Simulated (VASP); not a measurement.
Input of a VASP 6.6.1 run:

File INCAR:

```
  PREC = Accurate
  ENCUT = 520
  EDIFF = 1E-6
  ISMEAR = -1
  SIGMA = 0.05
  LREAL = False
  LASPH = True
  NELM = 60
  ALGO = Fast
  ISIF = 2
  LWAVE = False
  LCHARG = False
  GGA = B5
  ALDAX = 1.0
  AGGAX = 1.0
  AGGAC = 1.0
  ALDAC = 0.0
  IVDW = 12
  VDW_S6 = 1.0
  VDW_S8 = 2.6996
  VDW_A1 = 0.4298
  VDW_A2 = 4.2359
  NBANDS = 20
```

Contents of KPOINTS:

```
regular mesh
0
Gamma
  8 8 8
```

File POSCAR:

```
WAu
1.0
    0.0000000000      2.8867609189      2.8867609189
    2.8867609189      0.0000000000      2.8867609189
    2.8867609189      2.8867609189      0.0000000000
W Au
1 1
Direct
    0.0000000000      0.0000000000      0.0000000000
    0.7500000000      0.7500000000      0.7500000000
```

Potentials or basis: VASP PAW PBE potentials, release 64 (W_sv, Au).

Run with:

```console
$ cat potpaw_PBE.64/W_sv/POTCAR potpaw_PBE.64/Au/POTCAR > POTCAR
$ mpirun -np 1 vasp_std > vasp.out
```

Problem. What does it give for the pressure?

Solution. 1.0 GPa.

Problem. Estimate the dispersion energy per atom.

Solution. -1.315 eV.

Caveat: the PAW data sets were made with another functional, which shifts forces and pressure a little; pairwise dispersion overbinds metals, which lowers pressure and volume.
